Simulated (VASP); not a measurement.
# KCl (P4/mmm) in VASP: further runs

Runs on KCl. Level: LDA. Tasks: single point.

Everything below comes from runs of VASP 6.6.1. Logs are shortened: lines on timing, memory, paths and dates and some standing lists are left out, and cuts for length are marked.

### Step 1. The cell of the first run

It takes space group P4/mmm (No. 123, tetragonal). The conventional cell has a = 3.743 Å, b = 3.743 Å, c = 3.935 Å, α = 90.00°, β = 90.00°, γ = 90.00°. Within 4.3 Å of K (site symmetry 4/mmm) lie 8 Cl at 3.30 Å and 6 K at 3.74 to 3.94 Å. Cl (site symmetry 4/mmm) has 8 K at 3.30 Å and 6 Cl at 3.74 to 3.94 Å within 4.3 Å.

### Step 2. Single point, LDA (strain -0.025 along x and y, +0.025 along z)

The input, INCAR:

```
SYSTEM = KCl
PREC     = Accurate       ! precision mode
ENCUT    = 520            ! plane-wave cutoff, eV
EDIFF    = 1E-6           ! SCF threshold, eV
ISMEAR   = 0              ! smearing method
SIGMA    = 0.05           ! smearing width, eV
LREAL    = .FALSE.        ! projectors in reciprocal space
LASPH    = .TRUE.         ! aspherical terms in the spheres
NELM     = 80             ! most SCF steps
ALGO     = Normal         ! electronic algorithm
ISIF     = 2              ! what is computed and relaxed
LWAVE    = .FALSE.        ! write WAVECAR
LCHARG   = .FALSE.        ! write CHGCAR
GGA      = CA             ! functional
NBANDS   = 15             ! bands
```

The input, KPOINTS:

```
regular mesh
0
G
  6 6 6
  0 0 0
```

The input, POSCAR:

```
KCl
1.0
    3.7432161000      0.0000000000      0.0000000000
    0.0000000000      3.7432161000      0.0000000000
    0.0000000000      0.0000000000      3.9351759000
K Cl
1 1
Direct
    0.0000000000      0.0000000000      0.0000000000
    0.5000000000      0.5000000000      0.5000000000
```

Potentials or basis: VASP PAW LDA potentials, release 64 (K_sv, Cl).

Command:

```console
$ cat potpaw_LDA.64/K_sv/POTCAR potpaw_LDA.64/Cl/POTCAR > POTCAR
$ mpirun -np 1 vasp_std > vasp.out
```

OUTCAR:

```text
SYSTEM = KCl
   PREC = Accurate
   ENCUT = 520
   EDIFF = 1E-6
   ISMEAR = 0
   LREAL = .FALSE.
   LASPH = .TRUE.
   NELM = 80
   ISIF = 2
   GGA = CA

 ion  position               nearest neighbor table
   1  0.000  0.000  0.000-
   2  0.500  0.500  0.500-

  LATTYP: Found a simple tetragonal cell.
 ALAT       =     3.7432161000
 C/A-ratio  =     1.0512820513

  Lattice vectors:

 A1 = (   3.7432161000,   0.0000000000,   0.0000000000)
 A2 = (   0.0000000000,   3.7432161000,   0.0000000000)
 A3 = (   0.0000000000,   0.0000000000,   3.9351759000)

Analysis of symmetry for initial positions (statically):
=====================================================================
 Subroutine PRICEL returns:
 Original cell was already a primitive cell.

 Routine SETGRP: Setting up the symmetry group for a
 simple tetragonal supercell.

 Subroutine GETGRP returns: Found 16 space group operations
 (whereof 16 operations were pure point group operations)
 out of a pool of 16 trial point group operations.

The static configuration has the point symmetry D_4h.

Analysis of symmetry for dynamics (positions and initial velocities):
=====================================================================
 Subroutine PRICEL returns:
 Original cell was already a primitive cell.

 Routine SETGRP: Setting up the symmetry group for a
 simple tetragonal supercell.

 Subroutine GETGRP returns: Found 16 space group operations
 (whereof 16 operations were pure point group operations)
 out of a pool of 16 trial point group operations.

The dynamic configuration has the point symmetry D_4h.

 Subroutine INISYM returns: Found 16 space group operations
 (whereof 16 operations are pure point group operations),
 and found     1 'primitive' translations

----------------------------------------------------------------------------------------

                                     Primitive cell

  volume of cell :      55.1384

  direct lattice vectors                    reciprocal lattice vectors
     3.743216100  0.000000000  0.000000000     0.267149952  0.000000000  0.000000000
     0.000000000  3.743216100  0.000000000     0.000000000  0.267149952  0.000000000
     0.000000000  0.000000000  3.935175900     0.000000000  0.000000000  0.254118247

  length of vectors
     3.743216100  3.743216100  3.935175900     0.267149952  0.267149952  0.254118247

  position of ions in fractional coordinates (direct lattice)
     0.000000000  0.000000000  0.000000000
     0.500000000  0.500000000  0.500000000

  ion indices of the primitive-cell ions
   primitive index   ion index
                 1           1
                 2           2

----------------------------------------------------------------------------------------

 KPOINTS: regular mesh

Automatic generation of k-mesh.
 Grid dimensions read from file:
 generate k-points for:    6    6    6

 Generating k-lattice:

  Cartesian coordinates                     Fractional coordinates (reciprocal lattice)
     0.044524992  0.000000000  0.000000000     0.166666667  0.000000000  0.000000000
     0.000000000  0.044524992  0.000000000     0.000000000  0.166666667  0.000000000
     0.000000000  0.000000000  0.042353041     0.000000000  0.000000000  0.166666667

  Length of vectors
     0.044524992  0.044524992  0.042353041

  Shift w.r.t. Gamma in fractional coordinates (k-lattice)
     0.000000000  0.000000000  0.000000000

 Subroutine IBZKPT returns following result:
 ===========================================

 Found     40 irreducible k-points:

 Following reciprocal coordinates:
            Coordinates               Weight
  0.000000  0.000000  0.000000      1.000000
  0.166667  0.000000  0.000000      4.000000
  0.333333  0.000000  0.000000      4.000000
  0.500000  0.000000  0.000000      2.000000
  0.166667  0.166667  0.000000      4.000000
  0.333333  0.166667  0.000000      8.000000
[... 16 lines left out ...]
  0.333333  0.000000  0.333333      8.000000
  0.500000  0.000000  0.333333      4.000000
 [... further k-points ...]
   k-points           NKPTS =     40   k-points in BZ     NKDIM =     40   number of bands    NBANDS=     15
   number of dos      NEDOS =    301   number of ions     NIONS =      2
   total plane-waves  NPLWV =  23520
   dimension x,y,z NGX =    28 NGY =   28 NGZ =   30
   dimension x,y,z NGXF=    56 NGYF=   56 NGZF=   60
   ions per type =               1   1
   NGX,Y,Z   is equivalent  to a cutoff of  12.44, 12.44, 12.67 a.u.
   NGXF,Y,Z  is equivalent  to a cutoff of  24.87, 24.87, 25.35 a.u.
 SYSTEM =  KCl
   PREC   = accura    normal or accurate (medium, high low for compatibility)
   ISTART =      0    job   : 0-new  1-cont  2-samecut
   ICHARG =      2    charge: 1-file 2-atom 10-const
   ISPIN  =      1    spin polarized calculation?
   LNONCOLLINEAR =      F non collinear calculations
   LSORBIT =      F    spin-orbit coupling
   LASPH  =      T    aspherical Exc in radial PAW
   ENCUT  =  520.0 eV  38.22 Ry    6.18 a.u.   6.96  6.96  7.32*2*pi/ulx,y,z
   NELM   =     80;   NELMIN=  2; NELMDL= -5     # of ELM steps
   EDIFF  = 0.1E-05   stopping-criterion for ELM
   LREAL  =      F    real-space projection
   EDIFFG = 0.1E-04   stopping-criterion for IOM
   NSW    =      0    number of steps for IOM
   IBRION =     -1    ionic relax: 0-MD 1-quasi-New 2-CG
   NFREE  =      0    steps in history (QN), initial steepest desc. (CG)
   ISIF   =      2    stress and relaxation
   ISYM   =      2    0-nonsym 1-usesym 2-fastsym
   POTIM  = 0.5000    time-step for ionic-motion
   TEBEG  =    0.0;   TEEND  =   0.0 temperature during run
   PSTRESS=    0.0 pullay stress
   NELECT =      16.0000    total number of electrons
   NUPDOWN=      -1.0000    fix difference up-down
   EMIN   =  10.00;   EMAX   =-10.00  energy-range for DOS
   EFERMI =   0.00;   METHOD = LEGACY
   ISMEAR =     0;   SIGMA  =   0.05  broadening in eV -4-tet -1-fermi 0-gaus
   EFERMI_NEDOS =   21; number of points for ismear=-14 and -15
   IALGO  =     38    algorithm
   IMIX   =      4    mixing-type and parameters
     AMIX     =   0.40;   BMIX     =  1.00
     AMIX_MAG =   1.60;   BMIX_MAG =  1.00
  volume/ion in A,a.u.               =      27.57       186.05
  Fermi-wavevector in a.u.,A,eV,Ry     =   1.083836  2.048153 15.982766  1.174700
  Thomas-Fermi vector in A             =   2.219911
   LORBIT       =      0    0 simple, 1 ext, 2 COOP (PROOUT), +10 PAW based schemes
   GGA     = CA    functional components
   LHFCALC =     F    Hartree Fock is set to
   AEXX    =    0.0000 exact exchange contribution
   IVDW    =     0    specifies the selected vdW correction
   LEPSILON=     F    determine dielectric tensor
   LRPA    =     F    only Hartree local field effects (RPA)
 non-spin polarized calculation
 Gauss-broadening in eV      SIGMA  =   0.05
  energy-cutoff  :      520.00
  volume of cell :       55.14
 maximum number of plane-waves:      1502
 NGX is ok and might be reduce to    28
   NGX = 13   NGY = 13   NGZ = 15

 number of electron      15.9999996 magnetization

 Free energy of the ion-electron system (eV)
  ---------------------------------------------------
  ext. energy  EPLUGINS =         0.00000000
  ---------------------------------------------------
  free energy    TOTEN  =        -7.26943556 eV

  energy without entropy =       -7.26943556  energy(sigma->0) =       -7.26943556

 E-fermi :  -0.5678     XC(G=0):  -8.7350

 val. band max:       -0.8505293690   @ k =   0.5000   0.0000   0.5000
 cond. band min:       3.5091755481   @ k =   0.0000   0.0000   0.0000
 fundamental gap:      4.3597049171
 Fermi energy:        -0.5677956749

 k-point     1 :       0.0000    0.0000    0.0000
  band No.  band energies     occupation
      1     -28.5878      2.00000
      2     -13.4682      2.00000
      3     -12.2165      2.00000
      4     -12.1896      2.00000
      5     -12.1896      2.00000
      6      -1.3241      2.00000
      7      -1.0546      2.00000
      8      -1.0546      2.00000
      9       3.5092      0.00000
     10       5.2017      0.00000
     11       5.3787      0.00000
     12       9.5017      0.00000
     13       9.5017      0.00000
     14       9.8431      0.00000
     15      12.3896      0.00000

 k-point     2 :       0.1667    0.0000    0.0000
  band No.  band energies     occupation
      1     -28.5808      2.00000
      2     -13.5070      2.00000
      3     -12.2053      2.00000
      4     -12.1799      2.00000
      5     -12.1692      2.00000
      6      -1.6218      2.00000
      7      -1.3281      2.00000
      8      -1.0505      2.00000
      9       4.1412      0.00000
     10       5.4951      0.00000
     11       5.9502      0.00000
     12       9.3598      0.00000
     13       9.6466      0.00000
     14       9.6567      0.00000
     15      11.6906      0.00000

 k-point     3 :       0.3333    0.0000    0.0000
  band No.  band energies     occupation
      1     -28.5669      2.00000
      2     -13.5935      2.00000
      3     -12.1829      2.00000
      4     -12.1604      2.00000
      5     -12.1113      2.00000
      6      -2.4971      2.00000
      7      -1.3377      2.00000
      8      -1.0435      2.00000
      9       5.4384      0.00000
     10       6.1805      0.00000
     11       7.0394      0.00000
     12       9.2321      0.00000
     13       9.4156      0.00000
     14       9.9369      0.00000
     15       9.9869      0.00000
[... 343 lines left out ...]
 k-point    23 :       0.3333    0.0000    0.3333
  band No.  band energies     occupation
      1     -28.5556      2.00000
      2     -13.4185      2.00000
      3     -12.3973      2.00000
      4     -12.1823      2.00000
      5     -12.1445      2.00000
      6      -2.2495      2.00000
      7      -2.0136      2.00000
      8      -0.9481      2.00000
      9       5.4679      0.00000
     10       6.3633      0.00000
     11       8.2562      0.00000
     12       8.2943      0.00000
     13       8.8704      0.00000
     14       8.9096      0.00000
     15      10.8531      0.00000

 k-point    24 :       0.5000    0.0000    0.3333
  band No.  band energies     occupation
      1     -28.5489      2.00000
      2     -13.3427      2.00000
      3     -12.3548      2.00000
      4     -12.3457      2.00000
      5     -12.1361      2.00000
      6      -2.4307      2.00000
      7      -1.9762      2.00000
      8      -0.9001      2.00000
      9       5.2523      0.00000
     10       6.3645      0.00000
     11       8.1813      0.00000
     12       8.3508      0.00000
     13       8.8003      0.00000
     14       9.4426      0.00000
     15      11.2526      0.00000

 [... further k-points ...]
[... 5 lines left out ...]
  --------------------------------------------------------------------------------------
  -------------------------------------------------------------------------------------
  Total       -0.7119893     -0.7119893     -1.4532663      0.0000000      0.0000000      0.0000000
  in kB      -20.6885510    -20.6885510    -42.2281277      0.0000000      0.0000000      0.0000000
  external PRESSURE =     -27.8684099 kB  Pullay stress =       0.0000000 kB

 VOLUME and BASIS-vectors are now :
 -----------------------------------------------------------------------------
  energy-cutoff  :      520.00
  volume of cell :       55.14
      direct lattice vectors                 reciprocal lattice vectors
     3.743216100  0.000000000  0.000000000     0.267149952  0.000000000  0.000000000
     0.000000000  3.743216100  0.000000000     0.000000000  0.267149952  0.000000000
     0.000000000  0.000000000  3.935175900     0.000000000  0.000000000  0.254118247

 POSITION                                       TOTAL-FORCE (eV/Angst)
 -----------------------------------------------------------------------------------
      0.00000      0.00000      0.00000         0.000000      0.000000      0.000000
      1.87161      1.87161      1.96759         0.000000      0.000000      0.000000
 -----------------------------------------------------------------------------------
    total drift:                               -0.000000      0.000000      0.000000

  FREE ENERGIE OF THE ION-ELECTRON SYSTEM (eV)
  ---------------------------------------------------
  free  energy   TOTEN  =        -7.2694355553 eV

  energy  without entropy=       -7.2694355553  energy(sigma->0) =       -7.26943556
```

It took 46 s on 1 thread of Intel Xeon 8259CL, shared host; peak memory 0.16 GiB.

What came out:

```yaml
Free_energy: -7.2694 eV
Pressure: -2.8 GPa
Band_gap_on_the_k_mesh: 4.36 eV (least direct gap 4.56 eV)
```

Caveat: the cell differs from its parent crystal (strain -0.025 along x and y, +0.025 along z). A k mesh can miss the band edges.

### Step 3. Single point, LDA (strain +0.000 along x and y, +0.025 along z)

The input, INCAR:

```
SYSTEM = KCl
PREC = Accurate
ENCUT = 520
EDIFF = 1E-7
ISMEAR = 0
SIGMA = 0.05
LREAL = .False.
LASPH = .True.
NELM = 80
ALGO = Normal
ISIF = 2
LWAVE = .False.
LCHARG = .False.
GGA = CA
NBANDS = 15
```

The input, KPOINTS:

```
regular mesh
0
Gamma
  6 6 6
  0 0 0
```

The input, POSCAR:

```
KCl
1.0
    3.8391960000      0.0000000000      0.0000000000
    0.0000000000      3.8391960000      0.0000000000
    0.0000000000      0.0000000000      3.9351759000
K Cl
1 1
Direct
    0.0000000000      0.0000000000      0.0000000000
    0.5000000000      0.5000000000      0.5000000000
```

Potentials or basis: VASP PAW LDA potentials, release 64 (K_sv, Cl).

Command:

```console
$ cat potpaw_LDA.64/K_sv/POTCAR potpaw_LDA.64/Cl/POTCAR > POTCAR
$ mpirun -np 1 vasp_std > vasp.out
```

Wall time 43 s (1 thread of Intel Xeon 8259CL, shared host); peak memory 0.16 GiB.

Results (log left out):

| Item | Value |
| --- | --- |
| Free energy | -7.2240 eV |
| Pressure | -3.4 GPa |
| Band gap on the k mesh | 4.23 eV (least direct gap 4.43 eV) |

Stress tensor (GPa, compression positive):
```
-3.07  0.00  0.00
 0.00 -3.07  0.00
 0.00  0.00 -4.07
```

Levels at points of the mesh, in eV from the valence-band top:
| k point | band 6 | band 7 | band 8 | band 9 | band 10 | band 11 |
| --- | --- | --- | --- | --- | --- | --- |
| (0.00, 0.00, 0.00) | -0.33 | -0.20 | -0.20 | 4.23 | 6.18 | 6.27 |
| (0.50, 0.00, 0.00) | -1.82 | -0.33 | -0.19 | 7.15 | 7.53 | 7.82 |
| (0.50, 0.50, 0.00) | -1.23 | -1.23 | -0.10 | 5.81 | 6.78 | 8.50 |
| (0.00, 0.00, 0.50) | -1.82 | -0.22 | -0.22 | 7.16 | 7.50 | 7.62 |
| (0.50, 0.00, 0.50) | -1.27 | -1.21 | 0.00 | 5.73 | 6.97 | 8.68 |
| (0.50, 0.50, 0.50) | -1.36 | -1.36 | -1.32 | 8.29 | 8.35 | 8.35 |

Caveat: the cell differs from its parent crystal (strain +0.000 along x and y, +0.025 along z); the cell stands under tension. A k mesh can miss the band edges.

[end of part 1 of 2]
